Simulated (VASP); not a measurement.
# HfBiO6: single point with PBE

Crystal: HfBiO6.

```
Hf Bi O
1.0
     3.36555    0.00000    0.00000
    -1.68277    2.91465    0.00000
     0.00000    0.00000   13.84337
Hf Bi O
1 1 6
Direct
  0.00000 0.00000 0.01107
  0.00000 0.00000 0.37166
  0.33333 0.66667 0.45332
  0.66667 0.33333 0.29021
  0.00000 0.00000 0.64634
  0.00000 0.00000 0.73425
  0.33333 0.66667 0.07722
  0.66667 0.33333 0.94492
```

```
Program                : VASP 6.6.1
Task                   : single point
Functional             : PBE
Potentials or basis    : VASP PAW PBE potentials, release 64 (Hf_pv, Bi_d, O)
Cutoff                 : 520 eV
k mesh                 : 6 × 6 × 2
Occupations            : gaussian, width 0.2 eV
Spin                   : no spin polarisation
Dipole correction      : no
Further INCAR settings : ALGO = Normal; EDIFF = 1e-06; NBANDS = 40
```

* Pressure: 0.1 GPa
* Largest force: 1.157 eV/Å
* Band gap on the k mesh: zero (an odd number of electrons rules out a gap without spin polarisation)

Forces on the atoms (eV/Å):
```
Hf   0.000  0.000 -0.007
Bi   0.000  0.000  0.013
O    0.000  0.000  0.037
O    0.000  0.000 -0.046
O    0.000  0.000 -1.153
O    0.000  0.000  1.157
O    0.000  0.000 -0.169
O    0.000  0.000  0.168
```

Stress tensor (GPa, compression positive):
```
-0.86  0.00  0.00
 0.00 -0.86  0.00
 0.00  0.00  1.99
```

Levels at points of the mesh, in eV from the Fermi level:
```tsv
k point	band 28	band 29	band 30	band 31	band 32	band 33	band 34	band 35
(0.00, 0.00, 0.00)	-1.46	-1.46	-1.17	0.29	0.29	1.88	3.62	3.62
(0.50, 0.00, 0.00)	-2.19	-1.48	-0.41	-0.09	0.15	3.32	3.63	4.12
(0.00, 0.00, 0.50)	-1.46	-1.46	-1.18	0.29	0.29	1.88	3.62	3.62
(0.50, 0.00, 0.50)	-2.19	-1.48	-0.41	-0.08	0.15	3.33	3.62	4.11
```

Run time: 110 s on 1 thread of Intel(R) Xeon(R) Platinum 8488C (Sapphire Rapids) (shared host), peak memory 0.3 GiB.

Caveat: the standard files for N, O and F lose accuracy on very short bonds; spin-orbit coupling is left out, which moves the levels of the heavy elements; an odd number of electrons without spin polarisation forces a metal; a magnetic or distorted state may lie lower.
